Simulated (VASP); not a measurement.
Wanted: the native input for a VASP 6.6.1 run.

```yaml
Task: single point
Functional: PBEsol
Dispersion: D3(BJ)
Potentials_or_basis: VASP PAW PBE potentials, release 64 (C)
Cutoff: 520 eV
k_mesh: 15 × 15 × 15
Occupations: gaussian, width 0.05 eV
Spin: no spin polarisation
Dipole_correction: no
Further_INCAR_settings: ALGO = Normal; EDIFF = 1e-06; NBANDS = 11
```

The structure of C lies in POSCAR:

```
C
1.0
    1.2291305633      0.7096388616      3.2835658809
   -1.2291305633      0.7096388616      3.2835658809
    0.0000000000     -1.4192777231      3.2835658809
C
2
Direct
    0.1503118573      0.1828551861      0.1665835217
    0.8496881427      0.8171448139      0.8334164783
```

This cell differs from its parent crystal: atoms displaced along a vibrational mode.

These files were run (other wordings do the same):

INCAR

```
PREC = Accurate
ENCUT = 520
EDIFF = 1E-6
ISMEAR = 0
SIGMA = 0.05
LREAL = F
LASPH = T
NELM = 80
ALGO = Normal
ISIF = 2
LWAVE = F
LCHARG = F
GGA = PS
IVDW = 12
NBANDS = 11
```

KPOINTS

```
regular mesh
0
Gamma
  15 15 15
```

Potentials or basis: VASP PAW PBE potentials, release 64 (C).

Command:

```console
$ cat potpaw_PBE.64/C/POTCAR > POTCAR
$ mpirun -np 1 vasp_std > vasp.out
```

Results of the run:

- Pressure: 3.7 GPa
- Largest force: 4.439 eV/Å
- Dispersion energy per atom: -0.113 eV

Caveat: the cell differs from its parent crystal (atoms displaced along a vibrational mode); the stress differs along the axes, from 0 to 6 GPa; the PAW data sets were made with another functional, which shifts forces and pressure a little.

Run time: 14 min on 1 thread of Intel Xeon 8259CL, on a shared host, peak memory 0.38 GiB.
